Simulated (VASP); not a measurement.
Here is a VASP 6.6.1 calculation.

Contents of POSCAR:

```
Ge
1.0
   -1.6084200000      1.6084200000      1.8731800000
    1.6084200000     -1.6084200000      1.8731800000
    1.6084200000      1.6084200000     -1.8731800000
Ge
1
Direct
    0.5000000000      0.5000000000      0.0000000000
```

File INCAR.step1:

```
ALGO = Normal
EDIFF = 1E-5
ENCUT = 520
GGA = PE
ISIF = 2
ISMEAR = -1
LASPH = T
LCHARG = F
LREAL = F
LWAVE = T
NBANDS = 13
NELM = 80
PREC = Accurate
SIGMA = 0.05
```

INCAR.step2

```
AEXX = 0.2
AGGAC = 0.81
AGGAX = 0.72
ALDAC = 0.19
ALGO = Normal
EDIFF = 1E-6
ENCUT = 520
GGA = B3
ISIF = 2
ISMEAR = -1
ISTART = 1
LASPH = T
LCHARG = F
LHFCALC = T
LREAL = F
LWAVE = F
NBANDS = 13
NELM = 80
PREC = Accurate
PRECFOCK = Normal
SIGMA = 0.05
```

KPOINTS

```
k-points
0
Gamma
  6 6 6
```

Potentials or basis: VASP PAW PBE potentials, release 64 (Ge_d).

Launch:

```sh
$ cat potpaw_PBE.64/Ge_d/POTCAR > POTCAR
$ cp INCAR.step1 INCAR
$ mpirun -np 1 vasp_std > vasp.out
$ cp INCAR.step2 INCAR
$ mpirun -np 1 vasp_std > vasp.out
```

(1) Predict the band gap on the k mesh.

(2) What does it give for the pressure?

Results:

(1) zero (bands 7 and 8 overlap by 12.69 eV).

(2) 4.0 GPa.

Caveat: the k points lie up to 0.43 Å⁻¹ apart, too coarse for converged energies and pressures of a metal; the PAW data sets were made with another functional, which shifts forces and pressure a little.
